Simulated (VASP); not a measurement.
Input of a VASP 6.6.1 run:

POSCAR

```
Y
1.0
    3.6474000000      0.0000000000      0.0000000000
   -1.8237000000      3.1587410578      0.0000000000
    0.0000000000      0.0000000000      5.7306000000
Y
2
Direct
    0.6666666667      0.3333333333      0.7500000000
    0.3333333333      0.6666666667      0.2500000000
```

Contents of INCAR.step1:

```
SYSTEM = Y
PREC = Accurate
ENCUT = 600
EDIFF = 1E-5
ISMEAR = 1
SIGMA = 0.2
LREAL = .False.
LASPH = .True.
NELM = 60
ALGO = Normal
LWAVE = .True.
LCHARG = .False.
GGA = PE
NBANDS = 18
```

The input INCAR.step2:

```
SYSTEM = Y
PREC = Accurate
ENCUT = 600
EDIFF = 1E-7
ISMEAR = 1
SIGMA = 0.2
LREAL = .False.
LASPH = .True.
NELM = 60
ALGO = Normal
ISIF = 3
LWAVE = .False.
LCHARG = .False.
GGA = PS
LHFCALC = .True.
AEXX = 0.25
PRECFOCK = Normal
IBRION = 2
NSW = 60
EDIFFG = -0.01
ISTART = 1
```

Contents of KPOINTS:

```
Automatic mesh
0
Gamma
  4 4 3
  0 0 0
```

Potentials or basis: VASP PAW PBE potentials, release 64 (Y_sv).

Command:

```console
$ cat potpaw_PBE.64/Y_sv/POTCAR > POTCAR
$ cp INCAR.step1 INCAR
$ mpirun -np 1 vasp_std > vasp.out
$ cp INCAR.step2 INCAR
$ mpirun -np 1 vasp_std > vasp.out
```

Estimate the band gap on the k mesh.

zero (bands 11 and 12 overlap by 1.80 eV).

What does it give for the relaxed cell?

a = 3.631 Å, b = 3.631 Å, c = 5.787 Å, α = 90.00°, β = 90.00°, γ = 120.00°.

Estimate the relaxed volume.

33.03 Å³/atom.

Estimate the space group after relaxing (to 0.1 Å).

P6_3/mmc (No. 194).

Final structure:
```
Y
1.0
     3.63087    0.00000    0.00000
    -1.81544    3.14443    0.00000
     0.00000    0.00000    5.78676
Y
2
Cartesian
  1.8154 1.0481 4.3401
  0.0000 2.0963 1.4467
```

Caveat: the k points lie up to 0.50 Å⁻¹ apart in the final cell, too coarse for converged energies and pressures of a metal; the PAW data sets were made with another functional, which shifts forces and pressure a little.
